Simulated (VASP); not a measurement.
Here is a VASP 6.6.1 calculation.

File INCAR:

```
SYSTEM = Ge3Rh
  PREC = Accurate
  ENCUT = 600
  EDIFF = 1E-6
  ISMEAR = 0
  SIGMA = 0.1
  LREAL = .FALSE.
  LASPH = .TRUE.
  NELM = 100
  ALGO = Normal
  ISIF = 3
  LWAVE = .FALSE.
  LCHARG = .FALSE.
  GGA = PE
  IBRION = 2
  NSW = 100
  EDIFFG = -0.01
```

Contents of KPOINTS:

```
Automatic mesh
0
G
  8 8 8
  0 0 0
```

Contents of POSCAR:

```
Ge3Rh
1.0
    5.1418335098      0.0000000000      0.0000000000
    0.0000000000      5.1418335098      0.0000000000
    0.0000000000      0.0000000000      5.1418335098
Ge Rh
6 2
Direct
    0.2500000000      0.0000000000      0.5000000000
    0.5000000000      0.7500000000      0.0000000000
    0.7500000000      0.0000000000      0.5000000000
    0.5000000000      0.2500000000      0.0000000000
    0.0000000000      0.5000000000      0.7500000000
    0.0000000000      0.5000000000      0.2500000000
    0.0000000000      0.0000000000      0.0000000000
    0.5000000000      0.5000000000      0.5000000000
```

Potentials or basis: VASP PAW PBE potentials, release 64 (Ge_d, Rh_pv).

Launch:

```console
$ cat potpaw_PBE.64/Ge_d/POTCAR potpaw_PBE.64/Rh_pv/POTCAR > POTCAR
$ mpirun -np 1 vasp_std > vasp.out
```

Q: Predict the band gap on the k mesh.

A: Zero (band 57 reaches 9.53 eV, above the bottom of band 58 at 7.54 eV).

Q: What does it give for the relaxed volume?

A: 16.97 Å³/atom.

Final structure:
```xyz
8
Lattice="5.1393 0.0000 0.0000 0.0000 5.1393 0.0000 0.0000 0.0000 5.1393" Properties=species:S:1:pos:R:3 pbc="T T T"
Ge    1.2848    0.0000    2.5696
Ge    2.5696    3.8545    0.0000
Ge    3.8545    0.0000    2.5696
Ge    2.5696    1.2848    0.0000
Ge    0.0000    2.5696    3.8545
Ge    0.0000    2.5696    1.2848
Rh    0.0000    0.0000    0.0000
Rh    2.5696    2.5696    2.5696
```
